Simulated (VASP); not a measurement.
Input of a VASP 6.6.1 run:

File INCAR:

```
SYSTEM = MgO
  PREC = Accurate
  ENCUT = 600
  EDIFF = 1E-6
  ISMEAR = 0
  SIGMA = 0.05
  LREAL = .FALSE.
  LASPH = .TRUE.
  NELM = 120
  ALGO = Normal
  ISIF = 2
  LWAVE = .FALSE.
  LCHARG = .FALSE.
  GGA = PS
  NBANDS = 11
  GGA_COMPAT = .FALSE.
```

The input KPOINTS:

```
regular mesh
0
G
  8 8 8
  0 0 0
```

File POSCAR:

```
MgO
1.0
    0.0000000000      2.1070332998      2.1070332998
    2.1070332998      0.0000000000      2.1070332998
    2.1070332998      2.1070332998      0.0000000000
Mg O
1 1
Direct
    0.0000000000      0.0000000000      0.0000000000
    0.5000000000      0.5000000000      0.5000000000
```

Potentials or basis: VASP PAW PBE potentials, release 64 (Mg, O).

The run is started by

```console
$ cat potpaw_PBE.64/Mg/POTCAR potpaw_PBE.64/O/POTCAR > POTCAR
$ mpirun -np 1 vasp_std > vasp.out
```

Q: Predict the band gap on the k mesh.

A: 4.62 eV, direct.

Q: What does it give for the pressure?

A: -0.7 GPa.

Caveat: the PAW data sets were made with another functional, which shifts forces and pressure a little.
